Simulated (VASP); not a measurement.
Wanted: the native input for a VASP 6.6.1 run.

```
Task                   : single point
Functional             : PBE
Potentials or basis    : VASP PAW PBE potentials, release 64 (K_sv, F)
Cutoff                 : 600 eV
k mesh                 : 6 × 6 × 6
Occupations            : gaussian, width 0.01 eV
Spin                   : no spin polarisation
Dipole correction      : no
Further INCAR settings : ALGO = Normal; EDIFF = 1e-06; NBANDS = 15
```

The structure of KF (Carobbiite) lies in POSCAR:

```
KF
1.0
    0.0000000000      2.7242525196      2.7242525196
    2.7242525196      0.0000000000      2.7242525196
    2.7242525196      2.7242525196      0.0000000000
K F
1 1
Direct
    0.0000000000      0.0000000000      0.0000000000
    0.5000000000      0.5000000000      0.5000000000
```

These files were run (other wordings do the same):

INCAR

```
PREC = Accurate
ENCUT = 600
EDIFF = 1E-6
ISMEAR = 0
SIGMA = 0.01
LREAL = False
LASPH = True
NELM = 120
ALGO = Normal
ISIF = 2
LWAVE = False
LCHARG = False
GGA = PE
NBANDS = 15
GGA_COMPAT = False
```

KPOINTS

```
regular mesh
0
Gamma
  6 6 6
```

Potentials or basis: VASP PAW PBE potentials, release 64 (K_sv, F).

Launch:

```console
$ cat potpaw_PBE.64/K_sv/POTCAR potpaw_PBE.64/F/POTCAR > POTCAR
$ mpirun -np 1 vasp_std > vasp.out
```

Results of the run:

```
Pressure               : -0.5 GPa
Band gap on the k mesh : 5.87 eV, direct
```

Run time: 12 s on 1 thread of AMD EPYC 7R13 Processor (Zen 3) (shared host), peak memory 0.14 GiB.
